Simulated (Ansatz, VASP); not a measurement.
**Zr7CoO16: VASP beside Ansatz**

```xyz
24
Lattice="10.2841 0.0000 0.0000 5.1420 5.2087 0.0000 4.2956 0.0000 5.2420" Properties=species:S:1:pos:R:3 pbc="T T T"
Co    1.0301    0.2634    0.8542
Zr    6.3762    0.2291    1.1294
Zr   13.7310    2.7849    1.5842
Zr    8.5842    2.8462    1.5066
Zr   13.2938    4.9791    4.1765
Zr   18.4493    4.9857    4.0758
Zr   11.1157    2.3391    3.7262
Zr    5.9837    2.4469    3.7270
O    10.4234    1.6306    1.7786
O     5.1779    1.7053    1.8611
O    15.0376    4.3350    0.7316
O     9.8506    4.2653    0.7724
O    14.5687    3.5575    3.3991
O     9.4032    3.4841    3.3596
O     9.8618    0.9227    4.4942
O     4.7980    0.8499    4.3910
O    12.2016    3.9757    2.5085
O     7.0536    4.0041    2.4799
O     2.6573    1.2547    0.2196
O     7.9373    1.2785    0.1694
O    12.8149    1.4240    2.9094
O     7.5246    1.3084    2.7915
O    11.7981    3.7928    5.1078
O    16.9880    3.8411    5.1502
```

Alike in both runs: task single point; functional PBEsol; k mesh 3 × 3 × 3; occupations gaussian, width 0.05 eV; collinear spin; Hubbard terms Co d U = 4.0 eV.

```csv
,VASP,Ansatz
version,VASP 6.6.1,Ansatz 0.2.0
potentials or method,"VASP PAW PBE potentials, release 64 (Co, Zr_sv, O), cutoff 600 eV","scalar-relativistic, plane waves, PAW"
valence electrons in the cell,189,197
```

```tsv
	VASP	Ansatz	Ansatz less VASP
gap on the k mesh at the Fermi level (eV)	0.52	0.38	-0.144
least direct gap on the mesh (eV)	0.57	0.40	-0.168
pressure (GPa)	-3.0	-2.5	+0.44
traceless stress, the component that is largest in VASP (GPa)	1.84	1.98	+0.133
rms of the force components (eV/Å)	0.140	0.179	+0.0389
net moment per atom (μB)	0.21	0.21	0.000
size of the moment on the site where the two differ most (μB)	3.23	2.95	-0.282
```

VASP's potentials were made for PBE, not for PBEsol. Site moments also hang on the region over which each program counts them. The programs project onto different local orbitals, so the same U acts differently, and such runs can settle in different states. Atom by atom the forces differ by 0.111 eV/Å (rms over components). VASP's potentials hold 189 valence electrons a cell and Ansatz's 197, so a difference there can come from the potentials and not from the codes. Ansatz's warnings: given moment on shells.
